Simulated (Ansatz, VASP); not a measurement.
# SnO2: VASP beside Ansatz

```xyz
6
Lattice="4.6361 0.0000 0.0000 0.0000 4.3655 0.0000 0.0000 0.0000 2.9489" Properties=species:S:1:pos:R:3 pbc="T T T"
Sn    2.3180    2.1827    1.4745
Sn    0.0000    0.0000    0.0000
O     1.6380    1.0783    0.0000
O     3.9560    1.1044    1.4745
O     0.6801    3.2611    1.4745
O     2.9981    3.2871    0.0000
```

Change from the starting cell: volume 9.947 Å^3 an atom, stretch along a over the lengths across it, relative to the relaxed cell 1.0621.

Alike in both runs: functional LDA; k mesh 6 × 6 × 10; occupations gaussian, width 0.05 eV; no spin polarisation.

Ansatz relaxed the structure, and its values are those at the end. VASP's run is a single point on that final structure, the one shown.

|  | VASP | Ansatz |
| --- | --- | --- |
| version | VASP 6.6.1 | Ansatz 0.2.0 |
| potentials or method | VASP PAW LDA potentials, release 64 (Sn_d, O), cutoff 520 eV | scalar-relativistic, plane waves, PAW |
| valence electrons in the cell | 52 | 52 |

Ansatz gave:

```
gap on the k mesh at the Fermi level (eV) : 3.40
least direct gap on the mesh (eV)         : 3.60
rms of the force components (eV/Å)        : 0.004
```

Q: Which values does VASP return?

A: gap on the k mesh at the Fermi level (eV): 3.43; least direct gap on the mesh (eV): 3.64; rms of the force components (eV/Å): 0.028.

Ansatz warns that its potentials were made for another functional, while VASP's fit it. LDA's correlation is that of Perdew and Zunger in VASP and of Perdew and Wang (1992) in Ansatz. Ansatz's warnings: stress scf threshold loose.
